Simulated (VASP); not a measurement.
# Pd in VASP: single point with LDA

Aim: the single point of Pd with LDA.

All numbers are computed with VASP 6.6.1; they aren't measurements. Logs are shortened: lines on timing, memory, paths and dates and some standing lists are left out, and cuts for length are marked.

### 1 The cell of the first run

The cell holds a slab with vacuum, 12 atoms: a = 2.753 Å, b = 2.753 Å, c = 39.724 Å, α = 90.00°, β = 90.00°, γ = 120.00°.

### 2 Single point, LDA

Input file INCAR:

```
  ALGO = Normal
  DIPOL = 0.5 0.5 0.500
  EDIFF = 1E-6
  ENCUT = 400
  GGA = CA
  GGA_COMPAT = False
  IDIPOL = 3
  ISIF = 2
  ISMEAR = -1
  LASPH = True
  LCHARG = True
  LDIPOL = True
  LELF = True
  LREAL = False
  LVACPOTAV = True
  LVHAR = True
  LWAVE = False
  NBANDS = 72
  NELM = 120
  NELMDL = -8
  PREC = Accurate
  SIGMA = 0.05
```

Input file KPOINTS:

```
k-points
0
Gamma
  21 21 1
```

Input file POSCAR:

```
Pd
1.0
    2.7527666992      0.0000000000      0.0000000000
   -1.3763833496      2.3839658922      0.0000000000
    0.0000000000      0.0000000000     39.7238705775
Pd
12
Direct
    1.0000000000      1.0000000000      0.1888033540
    0.6666666667      0.3333333333      0.2453845624
    0.3333333333      0.6666666667      0.3019657707
    0.0000000000      1.0000000000      0.3585469791
    0.6666666667      0.3333333333      0.4151281875
    0.3333333333      0.6666666667      0.4717093958
    0.0000000000      1.0000000000      0.5282906042
    0.6666666667      0.3333333333      0.5848718125
    0.3333333333      0.6666666667      0.6414530209
    0.0000000000      1.0000000000      0.6980342293
    0.6666666667      0.3333333333      0.7546154376
    0.3333333333      0.6666666667      0.8111966460
```

Potentials or basis: VASP PAW LDA potentials, release 64 (Pd).

Started as:

```console
$ cat potpaw_LDA.64/Pd/POTCAR > POTCAR
$ mpirun -np 1 vasp_std > vasp.out
```

OUTCAR:

```text
EDIFF = 1E-6
   ENCUT = 400
   GGA = CA
   ISIF = 2
   ISMEAR = -1
   LASPH = True
   LREAL = False
   NELM = 120
   NELMDL = -8
   PREC = Accurate

 ion  position               nearest neighbor table
   1  0.000  0.000  0.189-   2 2.75   2 2.75   2 2.75
   2  0.667  0.333  0.245-   3 2.75   3 2.75   3 2.75   1 2.75   1 2.75   1 2.75
   3  0.333  0.667  0.302-   2 2.75   2 2.75   2 2.75   4 2.75   4 2.75   4 2.75
   4  0.000  0.000  0.359-   3 2.75   5 2.75   3 2.75   5 2.75   3 2.75   5 2.75
   5  0.667  0.333  0.415-   6 2.75   6 2.75   6 2.75   4 2.75   4 2.75   4 2.75
   6  0.333  0.667  0.472-   5 2.75   5 2.75   5 2.75   7 2.75   7 2.75   7 2.75
   7  0.000  0.000  0.528-   8 2.75   8 2.75   8 2.75   6 2.75   6 2.75   6 2.75
   8  0.667  0.333  0.585-   7 2.75   7 2.75   7 2.75   9 2.75   9 2.75   9 2.75
   9  0.333  0.667  0.641-  10 2.75   8 2.75   8 2.75  10 2.75  10 2.75   8 2.75
  10  0.000  0.000  0.698-  11 2.75  11 2.75  11 2.75   9 2.75   9 2.75   9 2.75
  11  0.667  0.333  0.755-  10 2.75  10 2.75  10 2.75  12 2.75  12 2.75  12 2.75
  12  0.333  0.667  0.811-  11 2.75  11 2.75  11 2.75

  LATTYP: Found a hexagonal cell.
 ALAT       =     2.7527666992
 C/A-ratio  =    14.4305256922

  Lattice vectors:

 A1 = (   2.7527666992,   0.0000000000,   0.0000000000)
 A2 = (  -1.3763833496,   2.3839658922,   0.0000000000)
 A3 = (   0.0000000000,   0.0000000000,  39.7238705775)

Analysis of symmetry for initial positions (statically):
=====================================================================
 Subroutine PRICEL returns:
 Original cell was already a primitive cell.

 Routine SETGRP: Setting up the symmetry group for a
 hexagonal supercell.

 Subroutine GETGRP returns: Found 12 space group operations
 (whereof  6 operations were pure point group operations)
 out of a pool of 24 trial point group operations.

The static configuration has the point symmetry C_3v.
 The point group associated with its full space group is D_3d.

Analysis of symmetry for dynamics (positions and initial velocities):
=====================================================================
 Subroutine PRICEL returns:
 Original cell was already a primitive cell.

 Routine SETGRP: Setting up the symmetry group for a
 hexagonal supercell.

 Subroutine GETGRP returns: Found 12 space group operations
 (whereof  6 operations were pure point group operations)
 out of a pool of 24 trial point group operations.

The dynamic configuration has the point symmetry C_3v.
 The point group associated with its full space group is D_3d.

 Subroutine INISYM returns: Found 12 space group operations
 (whereof  6 operations are pure point group operations),
 and found     1 'primitive' translations

----------------------------------------------------------------------------------------

                                     Primitive cell

  volume of cell :     260.6880

  direct lattice vectors                    reciprocal lattice vectors
     2.752766699  0.000000000  0.000000000     0.363270887  0.209734544  0.000000000
    -1.376383350  2.383965892  0.000000000     0.000000000  0.419469089  0.000000000
     0.000000000  0.000000000 39.723870578     0.000000000  0.000000000  0.025173781

  length of vectors
     2.752766699  2.752766699 39.723870578     0.419469089  0.419469089  0.025173781

  position of ions in fractional coordinates (direct lattice)
     0.000000000  0.000000000  0.188803354
     0.666666667  0.333333333  0.245384562
     0.333333333  0.666666667  0.301965771
     0.000000000  0.000000000  0.358546979
     0.666666667  0.333333333  0.415128188
     0.333333333  0.666666667  0.471709396
     0.000000000  0.000000000  0.528290604
     0.666666667  0.333333333  0.584871812
     0.333333333  0.666666667  0.641453021
     0.000000000  0.000000000  0.698034229
     0.666666667  0.333333333  0.754615438
     0.333333333  0.666666667  0.811196646

  ion indices of the primitive-cell ions
   primitive index   ion index
                 1           1
                 2           2
                 3           3
                 4           4
                 5           5
                 6           6
                 7           7
                 8           8
                 9           9
                10          10
                11          11
                12          12

----------------------------------------------------------------------------------------

 KPOINTS: k-points

Automatic generation of k-mesh.
 Grid dimensions read from file:
 generate k-points for:   21   21    1

 Generating k-lattice:

  Cartesian coordinates                     Fractional coordinates (reciprocal lattice)
     0.017298614  0.009987359  0.000000000     0.047619048  0.000000000  0.000000000
     0.000000000  0.019974719  0.000000000     0.000000000  0.047619048  0.000000000
     0.000000000  0.000000000  0.025173781     0.000000000  0.000000000  1.000000000

  Length of vectors
     0.019974719  0.019974719  0.025173781

  Shift w.r.t. Gamma in fractional coordinates (k-lattice)
     0.000000000  0.000000000  0.000000000

 Subroutine IBZKPT returns following result:
 ===========================================

 Found     48 irreducible k-points:

 Following reciprocal coordinates:
            Coordinates               Weight
  0.000000  0.000000  0.000000      1.000000
  0.047619  0.000000  0.000000      6.000000
  0.095238 -0.000000  0.000000      6.000000
  0.142857 -0.000000  0.000000      6.000000
  0.190476 -0.000000  0.000000      6.000000
  0.238095 -0.000000  0.000000      6.000000
[... 16 lines left out ...]
  0.142857  0.095238  0.000000     12.000000
  0.190476  0.095238  0.000000     12.000000
 [... further k-points ...]
   k-points           NKPTS =     48   k-points in BZ     NKDIM =     48   number of bands    NBANDS=     72
   number of dos      NEDOS =    301   number of ions     NIONS =     12
   total plane-waves  NPLWV =  87480
   dimension x,y,z NGX =    18 NGY =   18 NGZ =  270
   dimension x,y,z NGXF=    36 NGYF=   36 NGZF=  540
   ions per type =              12
   NGX,Y,Z   is equivalent  to a cutoff of  10.87, 10.87, 11.30 a.u.
   NGXF,Y,Z  is equivalent  to a cutoff of  21.74, 21.74, 22.60 a.u.
 SYSTEM =  unknown system
   PREC   = accura    normal or accurate (medium, high low for compatibility)
   ISTART =      0    job   : 0-new  1-cont  2-samecut
   ICHARG =      2    charge: 1-file 2-atom 10-const
   ISPIN  =      1    spin polarized calculation?
   LNONCOLLINEAR =      F non collinear calculations
   LSORBIT =      F    spin-orbit coupling
   LASPH  =      T    aspherical Exc in radial PAW
   ENCUT  =  400.0 eV  29.40 Ry    5.42 a.u.   4.49  4.49 64.78*2*pi/ulx,y,z
   NELM   =    120;   NELMIN=  2; NELMDL= -8     # of ELM steps
   EDIFF  = 0.1E-05   stopping-criterion for ELM
   LREAL  =      F    real-space projection
   EDIFFG = 0.1E-04   stopping-criterion for IOM
   NSW    =      0    number of steps for IOM
   IBRION =     -1    ionic relax: 0-MD 1-quasi-New 2-CG
   NFREE  =      0    steps in history (QN), initial steepest desc. (CG)
   ISIF   =      2    stress and relaxation
   ISYM   =      2    0-nonsym 1-usesym 2-fastsym
   POTIM  = 0.5000    time-step for ionic-motion
   TEBEG  =    0.0;   TEEND  =   0.0 temperature during run
   PSTRESS=    0.0 pullay stress
   NELECT =     120.0000    total number of electrons
   NUPDOWN=      -1.0000    fix difference up-down
   EMIN   =  10.00;   EMAX   =-10.00  energy-range for DOS
   EFERMI =   0.00;   METHOD = LEGACY
   ISMEAR =    -1;   SIGMA  =   0.05  broadening in eV -4-tet -1-fermi 0-gaus
   EFERMI_NEDOS =   21; number of points for ismear=-14 and -15
   IALGO  =     38    algorithm
   IMIX   =      4    mixing-type and parameters
     AMIX     =   0.40;   BMIX     =  1.00
     AMIX_MAG =   1.60;   BMIX_MAG =  1.00
  volume/ion in A,a.u.               =      21.72       146.60
  Fermi-wavevector in a.u.,A,eV,Ry     =   1.264042  2.388693 21.739426  1.597803
  Thomas-Fermi vector in A             =   2.397368
   LORBIT       =      0    0 simple, 1 ext, 2 COOP (PROOUT), +10 PAW based schemes
   GGA     = CA    functional components
   LHFCALC =     F    Hartree Fock is set to
   AEXX    =    0.0000 exact exchange contribution
   IVDW    =     0    specifies the selected vdW correction
   LEPSILON=     F    determine dielectric tensor
   LRPA    =     F    only Hartree local field effects (RPA)
 non-spin polarized calculation
  energy-cutoff  :      400.00
  volume of cell :      260.69
 maximum number of plane-waves:      4815
 NGX is ok and might be reduce to    18
   NGX =  9   NGY =  9   NGZ =129

 dipolmoment           0.000000      0.000000     -0.000000 electrons x Angstroem

 number of electron     119.9999960 magnetization

 dipolmoment           0.000000      0.000000      0.000000 electrons x Angstroem

 Free energy of the ion-electron system (eV)
  ---------------------------------------------------
  ext. energy  EPLUGINS =         0.00000000
  ---------------------------------------------------
  free energy    TOTEN  =       -76.31673576 eV

  energy without entropy =      -76.08751677  energy(sigma->0) =      -76.20212627

 E-fermi :   4.7039     XC(G=0):  -9.6091

 val. band max:        4.7022300144   @ k =   0.4762   0.0476   0.0000
 cond. band min:       4.7049285606   @ k =   0.3333   0.0952   0.0000
 fundamental gap:      0.0026985462
 Fermi energy:         4.7038883108

 k-point     1 :       0.0000    0.0000    0.0000
  band No.  band energies     occupation
      1      -2.4805      2.00000
      2      -2.2982      2.00000
      3      -2.0094      2.00000
      4      -1.6426      2.00000
      5      -1.2421      2.00000
      6      -0.8822      2.00000
[... 64 lines left out ...]
     71       5.0414      0.00234
     72       5.7908      0.00000
[... 1723 lines left out ...]
     71       8.5777      0.00000
     72       9.4259      0.00000

 [... further k-points ...]

------------------------ aborting loop because EDIFF is reached ----------------------------------------

  FORCE on cell =-STRESS in cart. coord.  units (eV):
  Direction    XX          YY          ZZ          XY          YZ          ZX
  --------------------------------------------------------------------------------------
  -------------------------------------------------------------------------------------
  Total      -11.9345545    -11.9345545     -8.8968438      0.0000000      0.0000000      0.0000000
  in kB      -73.3492695    -73.3492695    -54.6796271      0.0000000      0.0000000      0.0000000
  external PRESSURE =     -67.1260554 kB  Pullay stress =       0.0000000 kB

 VOLUME and BASIS-vectors are now :
 -----------------------------------------------------------------------------
  energy-cutoff  :      400.00
  volume of cell :      260.69
      direct lattice vectors                 reciprocal lattice vectors
     2.752766699  0.000000000  0.000000000     0.363270887  0.209734544  0.000000000
    -1.376383350  2.383965892  0.000000000     0.000000000  0.419469089  0.000000000
     0.000000000  0.000000000 39.723870578     0.000000000  0.000000000  0.025173781

 POSITION                                       TOTAL-FORCE (eV/Angst)
 -----------------------------------------------------------------------------------
      0.00000      0.00000      7.50000         0.000000      0.000000      0.301829
      1.37638      0.79466      9.74762        -0.000000      0.000000      0.065764
     -0.00000      1.58931     11.99525        -0.000000      0.000000     -0.024405
      0.00000      0.00000     14.24287        -0.000000      0.000000     -0.007060
      1.37638      0.79466     16.49050        -0.000000     -0.000000     -0.010915
     -0.00000      1.58931     18.73812         0.000000      0.000000      0.005128
      0.00000      0.00000     20.98575        -0.000000      0.000000     -0.005128
      1.37638      0.79466     23.23337         0.000000      0.000000      0.010915
     -0.00000      1.58931     25.48100        -0.000000      0.000000      0.007060
      0.00000      0.00000     27.72862         0.000000     -0.000000      0.024405
      1.37638      0.79466     29.97625         0.000000      0.000000     -0.065764
     -0.00000      1.58931     32.22387        -0.000000      0.000000     -0.301829
 -----------------------------------------------------------------------------------
    total drift:                                0.000000     -0.000000     -0.000000

  FREE ENERGIE OF THE ION-ELECTRON SYSTEM (eV)
  ---------------------------------------------------
  free  energy   TOTEN  =       -76.3167357607 eV

  energy  without entropy=      -76.0875167747  energy(sigma->0) =      -76.20212627

 vacuum level on the upper side and lower side of the slab        10.345        10.345
```

Wall time 18 min (1 thread of AMD EPYC 9R45 (Zen 5), shared host); peak memory 0.47 GiB.

Results:

* Free energy: -76.3167 eV
* Largest force: 0.302 eV/Å
* Band gap on the k mesh: zero (bands 60 and 61 overlap by 1.08 eV)

Forces on the atoms (eV/Å):
```
Pd   0.000  0.000  0.302
Pd   0.000  0.000  0.066
Pd   0.000  0.000 -0.024
Pd   0.000  0.000 -0.007
Pd   0.000  0.000 -0.011
Pd   0.000  0.000  0.005
Pd   0.000  0.000 -0.005
Pd   0.000  0.000  0.011
Pd   0.000  0.000  0.007
Pd   0.000  0.000  0.024
Pd   0.000  0.000 -0.066
Pd   0.000  0.000 -0.302
```
